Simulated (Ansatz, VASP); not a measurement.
## One calculation of ZrS, two programs

The input INCAR:

```
PREC = Accurate ; ENCUT = 520
EDIFF = 1E-7 ; ISMEAR = 0
SIGMA = 0.15 ; LREAL = False
LASPH = True ; NELM = 80
ALGO = Normal ; ISIF = 2
LWAVE = False ; LCHARG = False
GGA = PS ; NBANDS = 16
```

The input KPOINTS:

```
Automatic mesh
0
Gamma
  16 16 16
```

The input POSCAR:

```
ZrS
1.0
    0.0000000000      2.6643750000      2.5856250000
    2.6643750000      0.0000000000      2.5856250000
    2.6643750000      2.6643750000      0.0000000000
Zr S
1 1
Direct
    0.0000000000      0.0000000000      0.0000000000
    0.5000000000      0.5000000000      0.5000000000
```

Input for Ansatz:

```yaml
crystal:
  lattice:
    - [0.0, 2.664375, 2.585625]
    - [2.664375, 0.0, 2.585625]
    - [2.664375, 2.664375, 0.0]
  atoms:
    - { symbol: Zr, position: [0.0, 0.0, 0.0] }
    - { symbol: S, position: [0.5, 0.5, 0.5] }
basis:
  ecutwfc: 420
kpoints:
  mp_grid: { grid: [16, 16, 16] }
hamiltonian:
  xc: pbesol
scf:
  occupations: { method: gaussian, width: 0.15 }
output:
  forces: true
  stress: true
  eigenvalues: true
```

Change from the starting cell: strain +0.015 along x and y, -0.015 along z, atoms carried along.

Alike in both runs: task single point; functional PBEsol; k mesh 16 × 16 × 16; occupations gaussian, width 0.15 eV; no spin polarisation.

|  | VASP | Ansatz |
| --- | --- | --- |
| version | VASP 6.6.1 | Ansatz 0.2.0 |
| potentials or method | VASP PAW PBE potentials, release 64 (Zr_sv, S), cutoff 520 eV | scalar-relativistic, plane waves, PAW |
| valence electrons in the cell | 18 | 18 |

Ansatz gave:

* gap on the k mesh at the Fermi level (eV): none
* pressure (GPa): -7.8
* traceless stress, the component that is largest in VASP (GPa): 4.80

Question: Estimate VASP's values.

Answer: gap on the k mesh at the Fermi level (eV): none; pressure (GPa): -7.6; traceless stress, the component that is largest in VASP (GPa): 4.84.

VASP's potentials were made for PBE, not for PBEsol. A gap of «none» marks a metal or a gap that the smearing closes. The functional is the same, so the differences come from potentials, cutoffs and numerics.
